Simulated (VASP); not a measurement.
# KI (Pm-3m) in VASP: further runs

The runs below take KI through single point, with HSE06, PBE, LDA.

All numbers are computed with VASP 6.6.1; they aren't measurements. Logs are shortened: lines on timing, memory, paths and dates and some standing lists are left out, and cuts for length are marked.

## Step 1: The cell of the first run

The structure is cubic, space group Pm-3m (No. 221). Conventional cell: a = 4.291 Å, b = 4.291 Å, c = 4.291 Å, α = 90.00°, β = 90.00°, γ = 90.00°. Within 4.9 Å of K (site symmetry m-3m) lie 8 I at 3.72 Å and 6 K at 4.29 Å. I (site symmetry m-3m) has 8 K at 3.72 Å and 6 I at 4.29 Å within 4.9 Å.

## Step 2: Single point, HSE06

Input file POSCAR:

```
KI
1.0
    4.2910851346      0.0000000000      0.0000000000
    0.0000000000      4.2910851346      0.0000000000
    0.0000000000      0.0000000000      4.2910851346
K I
1 1
Direct
    0.0000000000      0.0000000000      0.0000000000
    0.5000000000      0.5000000000      0.5000000000
```

Input file INCAR.step1:

```
PREC = Accurate
ENCUT = 520
EDIFF = 1E-5
ISMEAR = 1
SIGMA = 0.2
LREAL = False
LASPH = True
NELM = 100
ALGO = Normal
ISIF = 2
LWAVE = True
LCHARG = False
GGA = PE
NBANDS = 15
```

Input file INCAR.step2:

```
PREC = Accurate
ENCUT = 520
EDIFF = 1E-6
ISMEAR = 1
SIGMA = 0.2
LREAL = False
LASPH = True
NELM = 100
ALGO = Normal
ISIF = 2
LWAVE = False
LCHARG = False
GGA = PE
LHFCALC = True
HFSCREEN = 0.2079
PRECFOCK = Normal
ISTART = 1
NBANDS = 15
```

Input file KPOINTS:

```
regular mesh
0
Gamma
  4 4 4
```

Potentials or basis: VASP PAW PBE potentials, release 64 (K_sv, I).

Launch:

```console
$ cat potpaw_PBE.64/K_sv/POTCAR potpaw_PBE.64/I/POTCAR > POTCAR
$ cp INCAR.step1 INCAR
$ mpirun -np 1 vasp_std > vasp.out
$ cp INCAR.step2 INCAR
$ mpirun -np 1 vasp_std > vasp.out
```

OUTCAR:

```text
PREC = Accurate
   ENCUT = 520
   EDIFF = 1E-6
   ISMEAR = 1
   LREAL = False
   LASPH = True
   NELM = 100
   ISIF = 2
   GGA = PE
   LHFCALC = True
   HFSCREEN = 0.2079
   PRECFOCK = Normal
   ISTART = 1

 ion  position               nearest neighbor table
   1  0.000  0.000  0.000-
   2  0.500  0.500  0.500-

  LATTYP: Found a simple cubic cell.
 ALAT       =     4.2910851346

  Lattice vectors:

 A1 = (   4.2910851346,   0.0000000000,   0.0000000000)
 A2 = (   0.0000000000,   4.2910851346,   0.0000000000)
 A3 = (   0.0000000000,   0.0000000000,   4.2910851346)

Analysis of symmetry for initial positions (statically):
=====================================================================
 Subroutine PRICEL returns:
 Original cell was already a primitive cell.

 Routine SETGRP: Setting up the symmetry group for a
 simple cubic supercell.

 Subroutine GETGRP returns: Found 48 space group operations
 (whereof 48 operations were pure point group operations)
 out of a pool of 48 trial point group operations.

The static configuration has the point symmetry O_h .

Analysis of symmetry for dynamics (positions and initial velocities):
=====================================================================
 Subroutine PRICEL returns:
 Original cell was already a primitive cell.

 Routine SETGRP: Setting up the symmetry group for a
 simple cubic supercell.

 Subroutine GETGRP returns: Found 48 space group operations
 (whereof 48 operations were pure point group operations)
 out of a pool of 48 trial point group operations.

The dynamic configuration has the point symmetry O_h .

 Subroutine INISYM returns: Found 48 space group operations
 (whereof 48 operations are pure point group operations),
 and found     1 'primitive' translations

----------------------------------------------------------------------------------------

                                     Primitive cell

  volume of cell :      79.0135

  direct lattice vectors                    reciprocal lattice vectors
     4.291085135  0.000000000  0.000000000     0.233041286  0.000000000  0.000000000
     0.000000000  4.291085135  0.000000000     0.000000000  0.233041286  0.000000000
     0.000000000  0.000000000  4.291085135     0.000000000  0.000000000  0.233041286

  length of vectors
     4.291085135  4.291085135  4.291085135     0.233041286  0.233041286  0.233041286

  position of ions in fractional coordinates (direct lattice)
     0.000000000  0.000000000  0.000000000
     0.500000000  0.500000000  0.500000000

  ion indices of the primitive-cell ions
   primitive index   ion index
                 1           1
                 2           2

----------------------------------------------------------------------------------------

 KPOINTS: regular mesh

Automatic generation of k-mesh.
 Grid dimensions read from file:
 generate k-points for:    4    4    4

 Generating k-lattice:

  Cartesian coordinates                     Fractional coordinates (reciprocal lattice)
     0.058260322  0.000000000  0.000000000     0.250000000  0.000000000  0.000000000
     0.000000000  0.058260322  0.000000000     0.000000000  0.250000000  0.000000000
     0.000000000  0.000000000  0.058260322     0.000000000  0.000000000  0.250000000

  Length of vectors
     0.058260322  0.058260322  0.058260322

  Shift w.r.t. Gamma in fractional coordinates (k-lattice)
     0.000000000  0.000000000  0.000000000

 Subroutine IBZKPT returns following result:
 ===========================================

 Found     10 irreducible k-points:

 Following reciprocal coordinates:
            Coordinates               Weight
  0.000000  0.000000  0.000000      1.000000
  0.250000  0.000000  0.000000      6.000000
  0.500000  0.000000  0.000000      3.000000
  0.250000  0.250000  0.000000     12.000000
  0.500000  0.250000  0.000000     12.000000
  0.500000  0.500000  0.000000      3.000000
  0.250000  0.250000  0.250000      8.000000
  0.500000  0.250000  0.250000     12.000000
  0.500000  0.500000  0.250000      6.000000
  0.500000  0.500000  0.500000      1.000000
   k-points           NKPTS =     10   k-points in BZ     NKDIM =     64   number of bands    NBANDS=     15
   number of dos      NEDOS =    301   number of ions     NIONS =      2
   total plane-waves  NPLWV =  32768
   dimension x,y,z NGX =    32 NGY =   32 NGZ =   32
   dimension x,y,z NGXF=    64 NGYF=   64 NGZF=   64
   ions per type =               1   1
   NGX,Y,Z   is equivalent  to a cutoff of  12.40, 12.40, 12.40 a.u.
   NGXF,Y,Z  is equivalent  to a cutoff of  24.79, 24.79, 24.79 a.u.
 SYSTEM =  unknown system
   PREC   = accura    normal or accurate (medium, high low for compatibility)
   ISTART =      1    job   : 0-new  1-cont  2-samecut
   ICHARG =      0    charge: 1-file 2-atom 10-const
   ISPIN  =      1    spin polarized calculation?
   LNONCOLLINEAR =      F non collinear calculations
   LSORBIT =      F    spin-orbit coupling
   LASPH  =      T    aspherical Exc in radial PAW
   ENCUT  =  520.0 eV  38.22 Ry    6.18 a.u.   7.98  7.98  7.98*2*pi/ulx,y,z
   NELM   =    100;   NELMIN=  2; NELMDL=  0     # of ELM steps
   EDIFF  = 0.1E-05   stopping-criterion for ELM
   LREAL  =      F    real-space projection
   EDIFFG = 0.1E-04   stopping-criterion for IOM
   NSW    =      0    number of steps for IOM
   IBRION =     -1    ionic relax: 0-MD 1-quasi-New 2-CG
   NFREE  =      0    steps in history (QN), initial steepest desc. (CG)
   ISIF   =      2    stress and relaxation
   ISYM   =      3    0-nonsym 1-usesym 2-fastsym
   POTIM  = 0.5000    time-step for ionic-motion
   TEBEG  =    0.0;   TEEND  =   0.0 temperature during run
   PSTRESS=    0.0 pullay stress
   NELECT =      16.0000    total number of electrons
   NUPDOWN=      -1.0000    fix difference up-down
   EMIN   =  10.00;   EMAX   =-10.00  energy-range for DOS
   EFERMI =   0.00;   METHOD = LEGACY
   ISMEAR =     1;   SIGMA  =   0.20  broadening in eV -4-tet -1-fermi 0-gaus
   EFERMI_NEDOS =   21; number of points for ismear=-14 and -15
   IALGO  =     38    algorithm
   IMIX   =      1    mixing-type and parameters
     AMIX     =   0.40;   BMIX     =  1.00
     AMIX_MAG =   1.60;   BMIX_MAG =  1.00
  volume/ion in A,a.u.               =      39.51       266.60
  Fermi-wavevector in a.u.,A,eV,Ry     =   0.961349  1.816686 12.574391  0.924192
  Thomas-Fermi vector in A             =   2.090713
   LORBIT       =      0    0 simple, 1 ext, 2 COOP (PROOUT), +10 PAW based schemes
   GGA     = PE    functional components
   LHFCALC =     T    Hartree Fock is set to
   PRECFOCK=normal    Normal, Fast or Accurate (Low or Medium for compatibility)
   ENCUT4O =  -1.0   cutoff for four orbital integrals eV
   NKREDX  =     1    reduce k-point grid by
   NKREDY  =     1    reduce k-point grid by
   NKREDZ  =     1    reduce k-point grid by
   AEXX    =    0.2500 exact exchange contribution
   HFSCREEN=    0.2079 screening length (either q_TF or 0.3 A-1)
   HFSCREENC=   0.2079 screening length for correlation (either q_TF or 0.3 A-1)
   ENCUTFOCK=  -1.0 apply spherical cutoff to Coloumb kernel
   IVDW    =     0    specifies the selected vdW correction
   LEPSILON=     F    determine dielectric tensor
   LRPA    =     F    only Hartree local field effects (RPA)
 non-spin polarized calculation
 Methfessel and Paxton  Order N= 1 SIGMA  =   0.20
  energy-cutoff  :      520.00
  volume of cell :       79.01
 maximum number of plane-waves:      2176
 NGX is ok and might be reduce to    32
  NGX = 24; NGY = 24; NGZ = 24

 number of electron      16.0000003 magnetization

 Free energy of the ion-electron system (eV)
  ---------------------------------------------------
  ext. energy  EPLUGINS =         0.00000000
  ---------------------------------------------------
  free energy    TOTEN  =        -6.25386503 eV

  energy without entropy =       -6.26212314  energy(sigma->0) =       -6.25661774

 E-fermi :   0.2691     XC(G=0):  -6.4652

 val. band max:        0.2154702114   @ k =   0.5000   0.5000   0.0000
 cond. band min:       4.5085377205   @ k =   0.0000   0.0000   0.0000
 fundamental gap:      4.2930675091
 Fermi energy:         0.2691346292

 k-point     1 :       0.0000    0.0000    0.0000
  band No.  band energies     occupation
      1     -31.5655      2.00000
      2     -13.6640      2.00000
      3     -13.6640      2.00000
      4     -13.6640      2.00000
      5     -11.9015      2.00000
      6      -0.1850      2.00607
      7      -0.1850      2.00607
      8      -0.1850      2.00607
      9       4.5085      0.00000
     10       5.9969      0.00000
     11       5.9969      0.00000
     12      10.0245      0.00000
     13      10.0245      0.00000
     14      10.0245      0.00000
     15      12.1075      0.00000

 k-point     2 :       0.2500    0.0000    0.0000
  band No.  band energies     occupation
      1     -31.5631      2.00000
      2     -13.7559      2.00000
      3     -13.6577      2.00000
      4     -13.6577      2.00000
      5     -11.7299      2.00000
      6      -1.3751      2.00000
      7      -0.1388      2.01403
      8      -0.1388      2.01403
      9       5.5669      0.00000
     10       6.4737      0.00000
     11       7.4203      0.00000
     12       9.8175      0.00000
     13       9.8175      0.00000
     14      10.2045      0.00000
     15      10.3033      0.00000
[... 113 lines left out ...]
      3     -13.7376      2.00000
      4     -13.6851      2.00000
      5     -11.4116      2.00000
      6      -1.6059      2.00000
      7      -1.6059      2.00000
      8      -0.7935      2.00000
      9       5.7816      0.00000
     10       7.3765      0.00000
     11       7.3765      0.00000
     12       8.8687      0.00000
     13      10.6331      0.00000
     14      10.6331      0.00000
     15      11.2581      0.00000

 k-point    10 :       0.5000    0.5000    0.5000
  band No.  band energies     occupation
      1     -31.5517      2.00000
      2     -13.7268      2.00000
      3     -13.7268      2.00000
      4     -13.7268      2.00000
      5     -11.3106      2.00000
      6      -1.5680      2.00000
      7      -1.5680      2.00000
      8      -1.5680      2.00000
      9       6.8065      0.00000
     10       6.8065      0.00000
     11       6.8065      0.00000
     12      10.5355      0.00000
     13      10.5355      0.00000
     14      10.5355      0.00000
     15      10.6230      0.00000

------------------------ aborting loop because EDIFF is reached ----------------------------------------

  FORCE on cell =-STRESS in cart. coord.  units (eV):
  Direction    XX          YY          ZZ          XY          YZ          ZX
  --------------------------------------------------------------------------------------
  -------------------------------------------------------------------------------------
  Total        0.1336535      0.1336535      0.1336535      0.0000000      0.0000000      0.0000000
  in kB        2.7101268      2.7101268      2.7101268      0.0000000      0.0000000      0.0000000
  external PRESSURE =       2.7101268 kB  Pullay stress =       0.0000000 kB

 VOLUME and BASIS-vectors are now :
 -----------------------------------------------------------------------------
  energy-cutoff  :      520.00
  volume of cell :       79.01
      direct lattice vectors                 reciprocal lattice vectors
     4.291085135  0.000000000  0.000000000     0.233041286  0.000000000  0.000000000
     0.000000000  4.291085135  0.000000000     0.000000000  0.233041286  0.000000000
     0.000000000  0.000000000  4.291085135     0.000000000  0.000000000  0.233041286

 POSITION                                       TOTAL-FORCE (eV/Angst)
 -----------------------------------------------------------------------------------
      0.00000      0.00000      0.00000         0.000000      0.000000      0.000000
      2.14554      2.14554      2.14554         0.000000      0.000000      0.000000
 -----------------------------------------------------------------------------------
    total drift:                               -0.000000     -0.000000     -0.000000

  FREE ENERGIE OF THE ION-ELECTRON SYSTEM (eV)
  ---------------------------------------------------
  free  energy   TOTEN  =        -6.2538650334 eV

  energy  without entropy=       -6.2621231424  energy(sigma->0) =       -6.25661774
```

Run time: 15 min. Hardware: 1 thread of AMD EPYC 7R13, shared host; peak memory 0.27 GiB.

What came out:

```yaml
Free_energy: -6.2539 eV
Pressure: 0.3 GPa
Band_gap_on_the_k_mesh: 4.29 eV, indirect (least direct gap 4.69 eV)
```

Caveat: the PAW data sets were made with another functional, which shifts forces and pressure a little; spin-orbit coupling is left out, which moves the levels of the heavy elements. A k mesh can miss the band edges.

## Step 3: Single point, PBE

Input file INCAR:

```
PREC = Accurate ; ENCUT = 500
EDIFF = 1E-6 ; ISMEAR = 0
SIGMA = 0.01 ; LREAL = F
LASPH = T ; NELM = 120
ALGO = Normal ; ISIF = 2
LWAVE = F ; LCHARG = T
GGA = PE ; LELF = T
LVHAR = T ; NBANDS = 15
GGA_COMPAT = F
```

Input file KPOINTS:

```
Automatic mesh
0
Gamma
  2 2 2
```

POSCAR is that of step 2.

Potentials or basis: VASP PAW PBE potentials, release 64 (K_sv, I).

Launch:

```console
$ cat potpaw_PBE.64/K_sv/POTCAR potpaw_PBE.64/I/POTCAR > POTCAR
$ mpirun -np 1 vasp_std > vasp.out
```

It took 12 s on 1 thread of AMD EPYC 7R13, shared host; peak memory 0.14 GiB.

Results (log left out):

* Free energy: -5.0066 eV
* Pressure: 2.4 GPa
* Band gap on the k mesh: 3.23 eV, indirect (least direct gap 3.60 eV)

Levels at points of the mesh, in eV from the valence-band top:
```tsv
k point	band 6	band 7	band 8	band 9	band 10	band 11
(0.00, 0.00, 0.00)	-0.37	-0.37	-0.37	3.23	4.64	4.64
(0.50, 0.00, 0.00)	-2.33	-0.30	-0.30	5.40	6.01	6.95
(0.50, 0.50, 0.00)	-1.74	-1.74	0.00	3.78	5.58	6.62
(0.50, 0.50, 0.50)	-1.68	-1.68	-1.68	5.52	5.52	5.52
```

Caveat: the k points lie up to 0.73 Å⁻¹ apart; spin-orbit coupling is left out, which moves the levels of the heavy elements. A hybrid or GW would open this gap; PBE tends to underestimate it.

[end of part 1 of 2]
